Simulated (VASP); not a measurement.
# SiNi (Pnma) in VASP: electric field gradients with PBE

Aim: the electric field gradients of SiNi with PBE.

Program: VASP 6.6.1. These are calculated values, not measurements. Logs are shortened: lines on timing, memory, paths and dates and some standing lists are left out, and cuts for length are marked.

**1. The cell of the first run**

It takes space group Pnma (No. 62, orthorhombic). The conventional cell has a = 5.177 Å, b = 3.355 Å, c = 5.637 Å, α = 90.00°, β = 90.00°, γ = 90.00°. Si (site symmetry m) has 6 Ni at 2.29 to 2.41 Å and 2 Si at 2.67 Å within 3.0 Å. Within 3.0 Å of Ni (site symmetry m) lie 6 Si at 2.29 to 2.41 Å and 4 Ni at 2.68 to 2.71 Å.

**2. Electric field gradients, PBE**

Contents of INCAR:

```
SYSTEM = SiNi
PREC = Accurate
ENCUT = 520
EDIFF = 1E-8
ISMEAR = -1
SIGMA = 0.15
LREAL = .FALSE.
LASPH = .TRUE.
NELM = 60
ALGO = Normal
ISIF = 2
LWAVE = .FALSE.
LCHARG = .FALSE.
GGA = PE
LEFG = .TRUE.
NBANDS = 38
```

Contents of KPOINTS:

```
Automatic mesh
0
G
  8 10 6
  0 0 0
```

Contents of POSCAR:

```
SiNi
1.0
    5.1766382980      0.0000000000      0.0000000000
    0.0000000000      3.3551508194      0.0000000000
    0.0000000000      0.0000000000      5.6374547187
Si Ni
4 4
Direct
    0.3208622683      0.7500000000      0.0826390017
    0.1791377317      0.2500000000      0.5826390017
    0.8208622683      0.7500000000      0.4173609983
    0.6791377317      0.2500000000      0.9173609983
    0.0079803471      0.2500000000      0.1887436909
    0.4920196529      0.7500000000      0.6887436909
    0.5079803471      0.2500000000      0.3112563091
    0.9920196529      0.7500000000      0.8112563091
```

Potentials or basis: VASP PAW PBE potentials, release 64 (Si, Ni).

On the command line:

```sh
$ cat potpaw_PBE.64/Si/POTCAR potpaw_PBE.64/Ni/POTCAR > POTCAR
$ mpirun -np 1 vasp_std > vasp.out
```

OUTCAR:

```text
SYSTEM = SiNi
   PREC = Accurate
   ENCUT = 520
   EDIFF = 1E-8
   ISMEAR = -1
   LREAL = .FALSE.
   LASPH = .TRUE.
   NELM = 60
   ISIF = 2
   GGA = PE

 ion  position               nearest neighbor table
   1  0.321  0.750  0.083-   8 2.29   7 2.33   7 2.33   6 2.39   5 2.41   5 2.41   4 2.67   4 2.67

   2  0.179  0.250  0.583-   7 2.29   8 2.33   8 2.33   5 2.39   6 2.41   6 2.41   3 2.67   3 2.67

   3  0.821  0.750  0.417-   6 2.29   5 2.33   5 2.33   8 2.39   7 2.41   7 2.41   2 2.67   2 2.67

   4  0.679  0.250  0.917-   5 2.29   6 2.33   6 2.33   7 2.39   8 2.41   8 2.41   1 2.67   1 2.67

   5  0.008  0.250  0.189-   4 2.29   3 2.33   3 2.33   2 2.39   1 2.41   1 2.41   7 2.68   7 2.68
                             8 2.71   8 2.71
   6  0.492  0.750  0.689-   3 2.29   4 2.33   4 2.33   1 2.39   2 2.41   2 2.41   8 2.68   8 2.68
                             7 2.71   7 2.71
   7  0.508  0.250  0.311-   2 2.29   1 2.33   1 2.33   4 2.39   3 2.41   3 2.41   5 2.68   5 2.68
                             6 2.71   6 2.71
   8  0.992  0.750  0.811-   1 2.29   2 2.33   2 2.33   3 2.39   4 2.41   4 2.41   6 2.68   6 2.68
                             5 2.71   5 2.71

  LATTYP: Found a simple orthorhombic cell.
 ALAT       =     3.3551508194
 B/A-ratio  =     1.5428928763
 C/A-ratio  =     1.6802388394

  Lattice vectors:

 A1 = (   0.0000000000,  -3.3551508194,   0.0000000000)
 A2 = (   5.1766382980,   0.0000000000,   0.0000000000)
 A3 = (   0.0000000000,   0.0000000000,   5.6374547187)

Analysis of symmetry for initial positions (statically):
=====================================================================
 Subroutine PRICEL returns:
 Original cell was already a primitive cell.

 Routine SETGRP: Setting up the symmetry group for a
 simple orthorhombic supercell.

 Subroutine GETGRP returns: Found  8 space group operations
 (whereof  2 operations were pure point group operations)
 out of a pool of  8 trial point group operations.

The static configuration has the point symmetry S_2 .
 The point group associated with its full space group is D_2h.

Analysis of symmetry for dynamics (positions and initial velocities):
=====================================================================
 Subroutine PRICEL returns:
 Original cell was already a primitive cell.

 Routine SETGRP: Setting up the symmetry group for a
 simple orthorhombic supercell.

 Subroutine GETGRP returns: Found  8 space group operations
 (whereof  2 operations were pure point group operations)
 out of a pool of  8 trial point group operations.

The dynamic configuration has the point symmetry S_2 .
 The point group associated with its full space group is D_2h.

 Subroutine INISYM returns: Found  8 space group operations
 (whereof  2 operations are pure point group operations),
 and found     1 'primitive' translations

----------------------------------------------------------------------------------------

                                     Primitive cell

  volume of cell :      97.9136

  direct lattice vectors                    reciprocal lattice vectors
     5.176638298  0.000000000  0.000000000     0.193175560  0.000000000  0.000000000
     0.000000000  3.355150819  0.000000000     0.000000000  0.298049195  0.000000000
     0.000000000  0.000000000  5.637454719     0.000000000  0.000000000  0.177385017

  length of vectors
     5.176638298  3.355150819  5.637454719     0.193175560  0.298049195  0.177385017

  position of ions in fractional coordinates (direct lattice)
     0.320862268  0.750000000  0.082639002
     0.179137732  0.250000000  0.582639002
     0.820862268  0.750000000  0.417360998
     0.679137732  0.250000000  0.917360998
     0.007980347  0.250000000  0.188743691
     0.492019653  0.750000000  0.688743691
     0.507980347  0.250000000  0.311256309
     0.992019653  0.750000000  0.811256309

  ion indices of the primitive-cell ions
   primitive index   ion index
                 1           1
[... 85 lines left out ...]
   ISIF   =      2    stress and relaxation
   ISYM   =      2    0-nonsym 1-usesym 2-fastsym
   POTIM  = 0.5000    time-step for ionic-motion
   TEBEG  =    0.0;   TEEND  =   0.0 temperature during run
   PSTRESS=    0.0 pullay stress
   NELECT =      56.0000    total number of electrons
   NUPDOWN=      -1.0000    fix difference up-down
   EMIN   =  10.00;   EMAX   =-10.00  energy-range for DOS
   EFERMI =   0.00;   METHOD = LEGACY
   ISMEAR =    -1;   SIGMA  =   0.15  broadening in eV -4-tet -1-fermi 0-gaus
   EFERMI_NEDOS =   21; number of points for ismear=-14 and -15
   IALGO  =     38    algorithm
   IMIX   =      4    mixing-type and parameters
     AMIX     =   0.40;   BMIX     =  1.00
     AMIX_MAG =   1.60;   BMIX_MAG =  1.00
  volume/ion in A,a.u.               =      12.24        82.59
  Fermi-wavevector in a.u.,A,eV,Ry     =   1.358907  2.567963 25.124917  1.846629
  Thomas-Fermi vector in A             =   2.485701
   LORBIT       =      0    0 simple, 1 ext, 2 COOP (PROOUT), +10 PAW based schemes
   GGA     = PE    functional components
   LHFCALC =     F    Hartree Fock is set to
   AEXX    =    0.0000 exact exchange contribution
   IVDW    =     0    specifies the selected vdW correction
   LEPSILON=     F    determine dielectric tensor
   LRPA    =     F    only Hartree local field effects (RPA)
 non-spin polarized calculation
  energy-cutoff  :      520.00
  volume of cell :       97.91
 maximum number of plane-waves:      2672
 NGX is ok and might be reduce to    40
   NGX = 19   NGY = 13   NGZ = 21

 number of electron      55.9999990 magnetization

 Free energy of the ion-electron system (eV)
  ---------------------------------------------------
  ext. energy  EPLUGINS =         0.00000000
  ---------------------------------------------------
  free energy    TOTEN  =       -47.68199082 eV

  energy without entropy =      -47.51063079  energy(sigma->0) =      -47.59631080

 E-fermi :  10.2747     XC(G=0): -12.1599

 val. band max:       10.2731130028   @ k =   0.0000   0.3000   0.0000
 cond. band min:      10.2786975941   @ k =   0.2500   0.1000   0.3333
 fundamental gap:      0.0055845913
 Fermi energy:        10.2747053286

 k-point     1 :       0.0000    0.0000    0.0000
  band No.  band energies     occupation
      1      -2.6311      2.00000
      2       0.6435      2.00000
      3       1.9763      2.00000
      4       2.5064      2.00000
      5       3.8336      2.00000
      6       4.2909      2.00000
[... 973 lines left out ...]
     37      16.1599      0.00000
     38      16.7484      0.00000

 [... further k-points ...]

------------------------ aborting loop because EDIFF is reached ----------------------------------------

  FORCE on cell =-STRESS in cart. coord.  units (eV):
  Direction    XX          YY          ZZ          XY          YZ          ZX
  --------------------------------------------------------------------------------------
  -------------------------------------------------------------------------------------
  Total        0.0580096     -0.0459345      0.0607622      0.0000000      0.0000000      0.0000000
  in kB        0.9492220     -0.7516339      0.9942622      0.0000000      0.0000000      0.0000000
  external PRESSURE =       0.3972834 kB  Pullay stress =       0.0000000 kB

 VOLUME and BASIS-vectors are now :
 -----------------------------------------------------------------------------
  energy-cutoff  :      520.00
  volume of cell :       97.91
      direct lattice vectors                 reciprocal lattice vectors
     5.176638298  0.000000000  0.000000000     0.193175560  0.000000000  0.000000000
     0.000000000  3.355150819  0.000000000     0.000000000  0.298049195  0.000000000
     0.000000000  0.000000000  5.637454719     0.000000000  0.000000000  0.177385017

 POSITION                                       TOTAL-FORCE (eV/Angst)
 -----------------------------------------------------------------------------------
      1.66099      2.51636      0.46587        -0.000122      0.000000      0.001366
      0.92733      0.83879      3.28460         0.000122      0.000000      0.001366
      4.24931      2.51636      2.35285        -0.000122     -0.000000     -0.001366
      3.51565      0.83879      5.17158         0.000122      0.000000     -0.001366
      0.04131      0.83879      1.06403         0.010315      0.000000     -0.001791
      2.54701      2.51636      3.88276        -0.010315     -0.000000     -0.001791
      2.62963      0.83879      1.75469         0.010315     -0.000000      0.001791
      5.13533      2.51636      4.57342        -0.010315     -0.000000      0.001791
 -----------------------------------------------------------------------------------
    total drift:                                0.000000      0.000000     -0.000000

  FREE ENERGIE OF THE ION-ELECTRON SYSTEM (eV)
  ---------------------------------------------------
  free  energy   TOTEN  =       -47.6819908207 eV

  energy  without entropy=      -47.5106307866  energy(sigma->0) =      -47.59631080

 Electric field gradients (V/A^2)
---------------------------------------------------------------------
 ion       V_xx      V_yy      V_zz      V_xy      V_xz      V_yz
---------------------------------------------------------------------
   1      -2.404     1.073     1.332    -0.000   -19.085     0.000
   2      -2.404     1.073     1.332    -0.000    19.085     0.000
   3      -2.404     1.073     1.332     0.000    19.085    -0.000
   4      -2.404     1.073     1.332     0.000   -19.085     0.000
   5      -7.984     7.525     0.459    -0.000    -2.099    -0.000
   6      -7.984     7.525     0.459    -0.000     2.099    -0.000
   7      -7.984     7.525     0.459    -0.000     2.099    -0.000
   8      -7.984     7.525     0.459     0.000    -2.099    -0.000
---------------------------------------------------------------------

 Electric field gradients after diagonalization (V/A^2)
 (convention: |V_zz| > |V_xx| > |V_yy|)
----------------------------------------------------------------------
 ion       V_xx      V_yy      V_zz     asymmetry (V_yy - V_xx)/ V_zz
----------------------------------------------------------------------
   1      18.639     1.073   -19.712       0.891
   2      18.639     1.073   -19.712       0.891
   3      18.639     1.073   -19.712       0.891
   4      18.639     1.073   -19.712       0.891
   5       7.525     0.952    -8.477       0.775
   6       7.525     0.952    -8.477       0.775
   7       7.525     0.952    -8.477       0.775
   8       7.525     0.952    -8.477       0.775
----------------------------------------------------------------------

           NMR quadrupolar parameters

 Cq : quadrupolar parameter    Cq=e*Q*V_zz/h
 eta: asymmetry parameters     (V_yy - V_xx)/ V_zz
 Q  : nuclear electric quadrupole moment in mb (millibarn)
----------------------------------------------------------------------
 ion       Cq(MHz)       eta       Q (mb)
----------------------------------------------------------------------
   1      -0.048       0.891       1.000
   2      -0.048       0.891       1.000
   3      -0.048       0.891       1.000
   4      -0.048       0.891       1.000
   5      -0.020       0.775       1.000
   6      -0.020       0.775       1.000
   7      -0.020       0.775       1.000
   8      -0.020       0.775       1.000
----------------------------------------------------------------------
```

Wall time 7.9 min (1 thread of AMD EPYC 7R43 (Zen 3), shared host); peak memory 0.42 GiB.

Results:

```
Free energy            : -47.6820 eV
Pressure               : 0.0 GPa
Largest force          : 0.010 eV/Å
Band gap on the k mesh : zero (band 28 reaches 11.25 eV, above the bottom of band 29 at 9.50 eV)
```

Forces in eV/Å, atoms in the order of the input:
```
Si   0.000  0.000  0.001
Si   0.000  0.000  0.001
Si   0.000  0.000 -0.001
Si   0.000  0.000 -0.001
Ni   0.010  0.000 -0.002
Ni  -0.010  0.000 -0.002
Ni   0.010  0.000  0.002
Ni  -0.010  0.000  0.002
```

Stress tensor (GPa, compression positive):
```
 0.09  0.00  0.00
 0.00 -0.08  0.00
 0.00  0.00  0.10
```

Levels at points of the mesh, in eV from the Fermi level:
| k point | band 25 | band 26 | band 27 | band 28 | band 29 | band 30 | band 31 | band 32 |
| --- | --- | --- | --- | --- | --- | --- | --- | --- |
| (0.00, 0.00, 0.00) | -1.86 | -1.16 | -0.99 | -0.97 | 0.58 | 1.19 | 3.36 | 3.95 |
| (0.50, 0.00, 0.00) | -1.84 | -1.84 | 0.96 | 0.96 | 1.17 | 1.17 | 3.70 | 3.70 |
| (0.00, 0.50, 0.00) | -1.85 | -1.85 | -1.41 | -1.41 | -0.62 | -0.62 | 1.95 | 1.95 |
| (0.50, 0.50, 0.00) | -1.68 | -1.68 | -1.68 | -1.68 | 0.43 | 0.43 | 0.43 | 0.43 |
| (0.00, 0.00, 0.50) | -1.47 | -1.47 | -0.29 | -0.29 | 1.01 | 1.01 | 3.21 | 3.21 |
| (0.50, 0.00, 0.50) | -1.07 | -1.07 | 0.70 | 0.70 | 2.34 | 2.34 | 2.77 | 2.77 |
| (0.00, 0.50, 0.50) | -1.93 | -1.93 | -1.70 | -1.70 | 0.13 | 0.13 | 1.26 | 1.26 |
| (0.50, 0.50, 0.50) | -1.86 | -1.86 | -1.86 | -1.86 | 2.48 | 2.48 | 2.48 | 2.48 |

Electric field gradients, principal values (V/Å²):
```
atom  least  middle  greatest (by size)
1 Si  1.073  18.639             -19.712
2 Si  1.073  18.639             -19.712
3 Si  1.073  18.639             -19.712
4 Si  1.073  18.639             -19.712
5 Ni  0.952   7.525              -8.477
6 Ni  0.952   7.525              -8.477
7 Ni  0.952   7.525              -8.477
8 Ni  0.952   7.525              -8.477
```

Caveat: without QUAD_EFG the Cq values of the log hold for a quadrupole moment of 1 mb, not for the nuclei. Spin polarisation is off, so any magnetic state and its effect on volume and gap are missing.
